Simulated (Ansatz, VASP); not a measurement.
**Si2W: VASP beside Ansatz**

INCAR

```
SYSTEM = Si2W
ALGO     = Normal         ! electronic algorithm
EDIFF    = 1E-6           ! SCF threshold, eV
ENCUT    = 520            ! plane-wave cutoff, eV
GGA      = PS             ! functional
ISIF     = 2              ! what is computed and relaxed
ISMEAR   = 0              ! smearing method
LASPH    = .True.         ! aspherical terms in the spheres
LCHARG   = .False.        ! write CHGCAR
LREAL    = .False.        ! projectors in reciprocal space
LWAVE    = .False.        ! write WAVECAR
NBANDS   = 18             ! bands
NELM     = 100            ! most SCF steps
PREC     = Accurate       ! precision mode
SIGMA    = 0.15           ! smearing width, eV
```

The input KPOINTS:

```
k-points
0
Gamma
  20 20 20
  0 0 0
```

POSCAR

```
Si2W
1.0
   -1.5211872920      1.5211872920      4.1032595776
    1.5211872920     -1.5211872920      4.1032595776
    1.5211872920      1.5211872920     -4.1032595776
Si W
2 1
Direct
    0.3344989450      0.3344989450      0.0000000000
    0.6655010550      0.6655010550      0.0000000000
    0.0000000000      0.0000000000      0.0000000000
```

Input for Ansatz:

```yaml
crystal:
  lattice:
    - [-1.521187292, 1.521187292, 4.1032595776]
    - [1.521187292, -1.521187292, 4.1032595776]
    - [1.521187292, 1.521187292, -4.1032595776]
  atoms:
    - { symbol: Si, position: [0.334498945, 0.334498945, 0.0] }
    - { symbol: Si, position: [0.665501055, 0.665501055, 0.0] }
    - { symbol: W, position: [0.0, 0.0, 0.0] }
basis:
  ecutwfc: 420
kpoints:
  mp_grid: { grid: [20, 20, 20] }
hamiltonian:
  xc: pbesol
scf:
  occupations: { method: gaussian, width: 0.15 }
output:
  forces: true
  stress: true
  eigenvalues: true
```

Change from the starting cell: strain -0.050 along x and y, +0.050 along z, atoms carried along.

Alike in both runs: task single point; functional PBEsol; k mesh 20 × 20 × 20; occupations gaussian, width 0.15 eV; no spin polarisation.

|  | VASP | Ansatz |
| --- | --- | --- |
| version | VASP 6.6.1 | Ansatz 0.2.0 |
| potentials or method | VASP PAW PBE potentials, release 64 (Si, W_sv), cutoff 520 eV | scalar-relativistic, plane waves, PAW |
| valence electrons in the cell | 22 | 22 |

```csv
,VASP,Ansatz,Ansatz less VASP
gap on the k mesh at the Fermi level (eV),none,none,-
pressure (GPa),14.7,14.2,-0.45
"traceless stress, the component that is largest in VASP (GPa)",-25.80,-25.70,+0.096
rms of the force components (eV/Å),0.065,0.059,-0.0061
```

VASP's potentials were made for PBE, not for PBEsol. Atom by atom the forces differ by 0.006 eV/Å (rms over components). A gap of «none» marks a metal or a gap that the smearing closes.

Spin-orbit coupling is off throughout.
